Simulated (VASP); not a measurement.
A run of VASP 6.6.1 is set up as follows.

Contents of INCAR:

```
SYSTEM = NaH
  PREC = Accurate
  ENCUT = 520
  EDIFF = 1E-6
  ISMEAR = 0
  SIGMA = 0.02
  LREAL = .FALSE.
  LASPH = .TRUE.
  NELM = 80
  ALGO = Normal
  ISIF = 2
  LWAVE = .FALSE.
  LCHARG = .FALSE.
  GGA = PE
  NBANDS = 11
```

KPOINTS

```
Automatic mesh
0
G
  8 8 8
  0 0 0
```

File POSCAR:

```
NaH
1.0
    0.0000000000      2.3916342027      2.3916342027
    2.3916342027      0.0000000000      2.3916342027
    2.3916342027      2.3916342027      0.0000000000
Na H
1 1
Direct
    0.0000000000      0.0000000000      0.0000000000
    0.5000000000      0.5000000000      0.5000000000
```

Potentials or basis: VASP PAW PBE potentials, release 64 (Na_pv, H).

Launch:

```console
$ cat potpaw_PBE.64/Na_pv/POTCAR potpaw_PBE.64/H/POTCAR > POTCAR
$ mpirun -np 1 vasp_std > vasp.out
```

**Question.** Predict the pressure.

**Answer.** 0.7 GPa.

**Question.** What does it give for the band gap on the k mesh?

**Answer.** 3.81 eV, indirect (least direct gap 4.68 eV).

 A k mesh can miss the band edges.
